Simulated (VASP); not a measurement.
Crystal: Ta2H.

```
H Ta
1.0
     1.72050   -2.37147    0.00000
     1.72050    2.37147    0.00000
     0.00000    0.00000    4.75857
H Ta
1 2
Direct
  0.00000 0.00000 0.00000
  0.00000 0.50000 0.26457
  0.50000 0.00000 0.73543
```

* Program: VASP 6.6.1
* Task: relaxation of cell and atoms
* Functional: PBEsol
* Potentials or basis: VASP PAW PBE potentials, release 64 (H, Ta_pv)
* Cutoff: 600 eV
* k mesh: 12 × 12 × 8
* Occupations: gaussian, width 0.05 eV
* Spin: no spin polarisation

At the start: pressure -4.0 GPa; volume 12.94 Å³/atom.

**Question.** Where does the relaxation end?

**Answer.** Over 8 steps the energy falls by 4.1 meV/atom and the volume is 12.68 Å³/atom (-2.0 %); space group C222 (No. 21, to 0.1 Å) before and after.

The path:
| step | energy change (eV) | largest force (eV/Å) | pressure (GPa) | volume (Å³) |
| --- | --- | --- | --- | --- |
| 1 | 0.0000 | 0.0516 | -4.00 | 38.83 |
| 2 | 0.0098 | 0.0675 | 6.52 | 37.04 |
| 3 | -0.0101 | 0.0060 | 0.16 | 38.08 |
| 4 | -0.0116 | 0.0064 | 0.05 | 38.08 |
| 5 | -0.0121 | 0.0163 | -0.02 | 38.07 |
| 6 | -0.0122 | 0.0199 | -0.04 | 38.07 |
| 7 | -0.0122 | 0.0206 | -0.05 | 38.07 |
| 8 | -0.0122 | 0.0035 | 0.05 | 38.05 |

Final structure:
```yaml
crystal:
  lattice:
    - [1.68901, -2.36742, 0.00000]
    - [1.68901, 2.36742, 0.00000]
    - [0.00000, 0.00000, 4.75795]
  atoms:
    - { symbol: H, position: [0.00000, 0.00000, 0.00000] }
    - { symbol: Ta, position: [0.00000, 0.50000, 0.26472] }
    - { symbol: Ta, position: [0.50000, 0.00000, 0.73528] }
```

Caveat: the PAW data sets were made with another functional, which shifts forces and pressure a little.
